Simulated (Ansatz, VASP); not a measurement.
**Zr in VASP and in Ansatz**

```
CELL_PARAMETERS angstrom
3.23204 0.00000 0.00000
-1.61602 2.79903 0.00000
0.00000 0.00000 5.17158
ATOMIC_POSITIONS crystal
Zr 0.33333 0.66667 0.25000
Zr 0.66667 0.33333 0.75000
```

Alike in both runs: task electric field gradients; functional PBE; k mesh 16 × 16 × 10; occupations gaussian, width 0.05 eV; no spin polarisation.

```csv
,VASP,Ansatz
version,VASP 6.6.1,Ansatz 0.2.0
potentials or method,"VASP PAW PBE potentials, release 64 (Zr_sv), cutoff 520 eV","scalar-relativistic, plane waves, PAW"
valence electrons in the cell,24,24
```

VASP gave:

| Item | Value |
| --- | --- |
| gap on the k mesh at the Fermi level (eV) | none |
| pressure (GPa) | 0.0 |
| size of Vzz on the site where it differs most (V/Å²) | 38.1 |

Task: Which values does Ansatz return?

Result: gap on the k mesh at the Fermi level (eV): none; pressure (GPa): 0.0; size of Vzz on the site where it differs most (V/Å²): 39.3.

A gap of «none» marks a metal or a gap that the smearing closes. The functional is the same, so the differences come from potentials, cutoffs and numerics.
